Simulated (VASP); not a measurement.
# PtC2 (Pnnm) in VASP: further runs

The runs below take PtC2 through single point, with PBE.

All numbers are computed with VASP 6.6.1; they aren't measurements. Logs are shortened: lines on timing, memory, paths and dates and some standing lists are left out, and cuts for length are marked.

**1. The cell of the first run**

The structure is orthorhombic, space group Pnnm (No. 58). Conventional cell: a = 4.018 Å, b = 5.023 Å, c = 3.043 Å, α = 90.00°, β = 90.00°, γ = 90.00°. Pt (site symmetry 2/m) has 6 C at 2.14 to 2.17 Å within 2.8 Å. C (site symmetry m) has 1 C at 1.37 Å within 1.8 Å.

**2. Single point, PBE**

INCAR reads:

```
ALGO = Normal
EDIFF = 1E-6
ENCUT = 520
GGA = PE
ISIF = 2
ISMEAR = 0
LASPH = T
LCHARG = T
LELF = T
LREAL = F
LVHAR = T
LWAVE = F
NBANDS = 27
NELM = 100
PREC = Accurate
SIGMA = 0.1
```

KPOINTS reads:

```
k-points
0
Gamma
  4 4 6
```

POSCAR reads:

```
PtC2
1.0
    4.0183256497      0.0000000000      0.0000000000
    0.0000000000      5.0234200465      0.0000000000
    0.0000000000      0.0000000000      3.0428123293
Pt C
2 4
Direct
    0.0000000000      0.0000000000      0.0000000000
    0.5000000000      0.5000000000      0.5000000000
    0.1307147435      0.4124886700      0.0000000000
    0.8692852565      0.5875113300      0.0000000000
    0.6307147435      0.0875113300      0.5000000000
    0.3692852565      0.9124886700      0.5000000000
```

Potentials or basis: VASP PAW PBE potentials, release 64 (Pt, C).

Started as:

```bash
> cat potpaw_PBE.64/Pt/POTCAR potpaw_PBE.64/C/POTCAR > POTCAR
> mpirun -np 1 vasp_std > vasp.out
```

OUTCAR:

```text
EDIFF = 1E-6
   ENCUT = 520
   GGA = PE
   ISIF = 2
   ISMEAR = 0
   LASPH = T
   LREAL = F
   NELM = 100
   PREC = Accurate

 ion  position               nearest neighbor table
   1  0.000  0.000  0.000-   3 2.14   4 2.14   5 2.17   6 2.17   5 2.17   6 2.17
   2  0.500  0.500  0.500-   5 2.14   6 2.14   3 2.17   4 2.17   3 2.17   4 2.17
   3  0.131  0.412  0.000-   4 1.37   1 2.14   2 2.17   2 2.17
   4  0.869  0.588  0.000-   3 1.37   1 2.14   2 2.17   2 2.17
   5  0.631  0.088  0.500-   6 1.37   2 2.14   1 2.17   1 2.17
   6  0.369  0.912  0.500-   5 1.37   2 2.14   1 2.17   1 2.17

  LATTYP: Found a simple orthorhombic cell.
 ALAT       =     3.0428123293
 B/A-ratio  =     1.3205959536
 C/A-ratio  =     1.6509135309

  Lattice vectors:

 A1 = (   0.0000000000,   0.0000000000,   3.0428123293)
 A2 = (   4.0183256497,   0.0000000000,   0.0000000000)
 A3 = (   0.0000000000,   5.0234200465,   0.0000000000)

Analysis of symmetry for initial positions (statically):
=====================================================================
 Subroutine PRICEL returns:
 Original cell was already a primitive cell.

 Routine SETGRP: Setting up the symmetry group for a
 simple orthorhombic supercell.

 Subroutine GETGRP returns: Found  8 space group operations
 (whereof  4 operations were pure point group operations)
 out of a pool of  8 trial point group operations.

The static configuration has the point symmetry C_2h.
 The point group associated with its full space group is D_2h.

Analysis of symmetry for dynamics (positions and initial velocities):
=====================================================================
 Subroutine PRICEL returns:
 Original cell was already a primitive cell.

 Routine SETGRP: Setting up the symmetry group for a
 simple orthorhombic supercell.

 Subroutine GETGRP returns: Found  8 space group operations
 (whereof  4 operations were pure point group operations)
 out of a pool of  8 trial point group operations.

The dynamic configuration has the point symmetry C_2h.
 The point group associated with its full space group is D_2h.

 Subroutine INISYM returns: Found  8 space group operations
 (whereof  4 operations are pure point group operations),
 and found     1 'primitive' translations

----------------------------------------------------------------------------------------

                                     Primitive cell

  volume of cell :      61.4214

  direct lattice vectors                    reciprocal lattice vectors
     4.018325650  0.000000000  0.000000000     0.248859870  0.000000000  0.000000000
     0.000000000  5.023420047  0.000000000     0.000000000  0.199067566  0.000000000
     0.000000000  0.000000000  3.042812329     0.000000000  0.000000000  0.328643338

  length of vectors
     4.018325650  5.023420047  3.042812329     0.248859870  0.199067566  0.328643338

  position of ions in fractional coordinates (direct lattice)
     0.000000000  0.000000000  0.000000000
     0.500000000  0.500000000  0.500000000
     0.130714744  0.412488670  0.000000000
     0.869285256  0.587511330  0.000000000
     0.630714744  0.087511330  0.500000000
     0.369285256  0.912488670  0.500000000

  ion indices of the primitive-cell ions
   primitive index   ion index
                 1           1
                 2           2
                 3           3
                 4           4
                 5           5
                 6           6

----------------------------------------------------------------------------------------

 KPOINTS: k-points

Automatic generation of k-mesh.
 Grid dimensions read from file:
 generate k-points for:    4    4    6

 Generating k-lattice:

  Cartesian coordinates                     Fractional coordinates (reciprocal lattice)
     0.062214968  0.000000000  0.000000000     0.250000000  0.000000000  0.000000000
     0.000000000  0.049766891  0.000000000     0.000000000  0.250000000  0.000000000
     0.000000000  0.000000000  0.054773890     0.000000000  0.000000000  0.166666667

  Length of vectors
     0.062214968  0.049766891  0.054773890

  Shift w.r.t. Gamma in fractional coordinates (k-lattice)
     0.000000000  0.000000000  0.000000000

 Subroutine IBZKPT returns following result:
 ===========================================

 Found     36 irreducible k-points:

 Following reciprocal coordinates:
            Coordinates               Weight
  0.000000  0.000000  0.000000      1.000000
  0.250000  0.000000  0.000000      2.000000
  0.500000  0.000000  0.000000      1.000000
  0.000000  0.250000  0.000000      2.000000
  0.250000  0.250000  0.000000      4.000000
  0.500000  0.250000  0.000000      2.000000
[... 16 lines left out ...]
  0.250000  0.250000  0.333333      8.000000
  0.500000  0.250000  0.333333      4.000000
 [... further k-points ...]
   k-points           NKPTS =     36   k-points in BZ     NKDIM =     36   number of bands    NBANDS=     27
   number of dos      NEDOS =    301   number of ions     NIONS =      6
   total plane-waves  NPLWV =  28800
   dimension x,y,z NGX =    30 NGY =   40 NGZ =   24
   dimension x,y,z NGXF=    60 NGYF=   80 NGZF=   48
   ions per type =               2   4
   NGX,Y,Z   is equivalent  to a cutoff of  12.41, 13.24, 13.11 a.u.
   NGXF,Y,Z  is equivalent  to a cutoff of  24.82, 26.48, 26.23 a.u.
 SYSTEM =  unknown system
   PREC   = accura    normal or accurate (medium, high low for compatibility)
   ISTART =      0    job   : 0-new  1-cont  2-samecut
   ICHARG =      2    charge: 1-file 2-atom 10-const
   ISPIN  =      1    spin polarized calculation?
   LNONCOLLINEAR =      F non collinear calculations
   LSORBIT =      F    spin-orbit coupling
   LASPH  =      T    aspherical Exc in radial PAW
   ENCUT  =  520.0 eV  38.22 Ry    6.18 a.u.   7.47  9.34  5.66*2*pi/ulx,y,z
   NELM   =    100;   NELMIN=  2; NELMDL= -5     # of ELM steps
   EDIFF  = 0.1E-05   stopping-criterion for ELM
   LREAL  =      F    real-space projection
   EDIFFG = 0.1E-04   stopping-criterion for IOM
   NSW    =      0    number of steps for IOM
   IBRION =     -1    ionic relax: 0-MD 1-quasi-New 2-CG
   NFREE  =      0    steps in history (QN), initial steepest desc. (CG)
   ISIF   =      2    stress and relaxation
   ISYM   =      2    0-nonsym 1-usesym 2-fastsym
   POTIM  = 0.5000    time-step for ionic-motion
   TEBEG  =    0.0;   TEEND  =   0.0 temperature during run
   PSTRESS=    0.0 pullay stress
   NELECT =      36.0000    total number of electrons
   NUPDOWN=      -1.0000    fix difference up-down
   EMIN   =  10.00;   EMAX   =-10.00  energy-range for DOS
   EFERMI =   0.00;   METHOD = LEGACY
   ISMEAR =     0;   SIGMA  =   0.10  broadening in eV -4-tet -1-fermi 0-gaus
   EFERMI_NEDOS =   21; number of points for ismear=-14 and -15
   IALGO  =     38    algorithm
   IMIX   =      4    mixing-type and parameters
     AMIX     =   0.40;   BMIX     =  1.00
     AMIX_MAG =   1.60;   BMIX_MAG =  1.00
  volume/ion in A,a.u.               =      10.24        69.08
  Fermi-wavevector in a.u.,A,eV,Ry     =   1.370048  2.589015 25.538559  1.877031
  Thomas-Fermi vector in A             =   2.495869
   LORBIT       =      0    0 simple, 1 ext, 2 COOP (PROOUT), +10 PAW based schemes
   GGA     = PE    functional components
   LHFCALC =     F    Hartree Fock is set to
   AEXX    =    0.0000 exact exchange contribution
   IVDW    =     0    specifies the selected vdW correction
   LEPSILON=     F    determine dielectric tensor
   LRPA    =     F    only Hartree local field effects (RPA)
 non-spin polarized calculation
 Gauss-broadening in eV      SIGMA  =   0.10
  energy-cutoff  :      520.00
  volume of cell :       61.42
 maximum number of plane-waves:      1670
 NGX is ok and might be reduce to    30
   NGX = 15   NGY = 19   NGZ = 11

 number of electron      36.0000005 magnetization

 Free energy of the ion-electron system (eV)
  ---------------------------------------------------
  ext. energy  EPLUGINS =         0.00000000
  ---------------------------------------------------
  free energy    TOTEN  =       -43.46436812 eV

  energy without entropy =      -43.45597113  energy(sigma->0) =      -43.46016963

 E-fermi :   8.2623     XC(G=0): -12.5180

 val. band max:        8.2078008244   @ k =   0.5000   0.5000   0.3333
 cond. band min:       8.3190731438   @ k =   0.0000   0.0000   0.3333
 fundamental gap:      0.1112723194
 Fermi energy:         8.2623458031

 k-point     1 :       0.0000    0.0000    0.0000
  band No.  band energies     occupation
      1      -7.6272      2.00000
      2      -6.2193      2.00000
      3       0.4391      2.00000
      4       0.9077      2.00000
      5       1.4727      2.00000
      6       1.7579      2.00000
[... 19 lines left out ...]
     26      18.0883      0.00000
     27      19.2030      0.00000

 k-point     2 :       0.2500    0.0000    0.0000
  band No.  band energies     occupation
      1      -7.2227      2.00000
      2      -6.0950      2.00000
      3      -0.8731      2.00000
      4      -0.3174      2.00000
      5       1.2007      2.00000
      6       1.7782      2.00000
[... 19 lines left out ...]
     26      17.5417      0.00000
     27      18.1688      0.00000

 k-point     3 :       0.5000    0.0000    0.0000
  band No.  band energies     occupation
      1      -6.3648      2.00000
      2      -6.3648      2.00000
      3      -1.5189      2.00000
      4      -1.5189      2.00000
      5       1.3071      2.00000
      6       1.3071      2.00000
[... 19 lines left out ...]
     26      16.7457      0.00000
     27      18.1517      0.00000

 k-point     4 :       0.0000    0.2500    0.0000
  band No.  band energies     occupation
      1      -7.3760      2.00000
      2      -6.3354      2.00000
      3      -0.1887      2.00000
      4       0.8216      2.00000
      5       0.9980      2.00000
      6       1.5656      2.00000
[... 19 lines left out ...]
     26      18.2887      0.00000
     27      18.7772      0.00000
[... 516 lines left out ...]
      4      -0.4431      2.00000
      5       1.1071      2.00000
      6       1.2797      2.00000
[... 19 lines left out ...]
     26      18.9199      0.00000
     27      19.5441      0.00000

 k-point    23 :       0.2500    0.2500    0.3333
  band No.  band energies     occupation
      1      -6.2334      2.00000
      2      -5.7945      2.00000
      3      -0.6370      2.00000
      4      -0.3498      2.00000
      5       1.2710      2.00000
      6       1.9090      2.00000
[... 19 lines left out ...]
     26      18.3376      0.00000
     27      19.7578      0.00000

 k-point    24 :       0.5000    0.2500    0.3333
  band No.  band energies     occupation
      1      -6.0182      2.00000
      2      -6.0182      2.00000
      3      -0.3311      2.00000
      4      -0.3311      2.00000
      5       1.5306      2.00000
      6       1.5306      2.00000
[... 19 lines left out ...]
     26      18.3506      0.00000
     27      20.4349      0.00000

 [... further k-points ...]
[... 5 lines left out ...]
  --------------------------------------------------------------------------------------
  -------------------------------------------------------------------------------------
  Total        0.1397192      0.0918639      0.0644231     -0.0000000      0.0000000      0.0000000
  in kB        3.6445757      2.3962702      1.6804776     -0.0000000      0.0000000      0.0000000
  external PRESSURE =       2.5737745 kB  Pullay stress =       0.0000000 kB

 VOLUME and BASIS-vectors are now :
 -----------------------------------------------------------------------------
  energy-cutoff  :      520.00
  volume of cell :       61.42
      direct lattice vectors                 reciprocal lattice vectors
     4.018325650  0.000000000  0.000000000     0.248859870  0.000000000  0.000000000
     0.000000000  5.023420047  0.000000000     0.000000000  0.199067566  0.000000000
     0.000000000  0.000000000  3.042812329     0.000000000  0.000000000  0.328643338

 POSITION                                       TOTAL-FORCE (eV/Angst)
 -----------------------------------------------------------------------------------
      0.00000      0.00000      0.00000         0.000000      0.000000      0.000000
      2.00916      2.51171      1.52141         0.000000      0.000000      0.000000
      0.52525      2.07210      0.00000         0.033161     -0.046275      0.000000
      3.49307      2.95132      0.00000        -0.033161      0.046275     -0.000000
      2.53442      0.43961      1.52141         0.033161      0.046275      0.000000
      1.48391      4.58381      1.52141        -0.033161     -0.046275     -0.000000
 -----------------------------------------------------------------------------------
    total drift:                               -0.000000     -0.000000     -0.000000

  FREE ENERGIE OF THE ION-ELECTRON SYSTEM (eV)
  ---------------------------------------------------
  free  energy   TOTEN  =       -43.4643681249 eV

  energy  without entropy=      -43.4559711291  energy(sigma->0) =      -43.46016963
```

It took 21 s on 1 thread of Intel Xeon 6975P-C (Granite Rapids), shared host; peak memory 0.2 GiB.

What came out:

- Free energy: -43.4644 eV
- Pressure: 0.3 GPa
- Largest force: 0.057 eV/Å
- Band gap on the k mesh: zero (band 18 reaches 10.66 eV, above the bottom of band 19 at 6.40 eV)

Forces on the atoms (eV/Å):
```
Pt   0.000  0.000  0.000
Pt   0.000  0.000  0.000
C    0.033 -0.046  0.000
C   -0.033  0.046  0.000
C    0.033  0.046  0.000
C   -0.033 -0.046  0.000
```

Caveat: the k points lie up to 0.39 Å⁻¹ apart; spin-orbit coupling is left out, which moves the levels of the heavy elements.

(Part 1 of 2 ends here.)
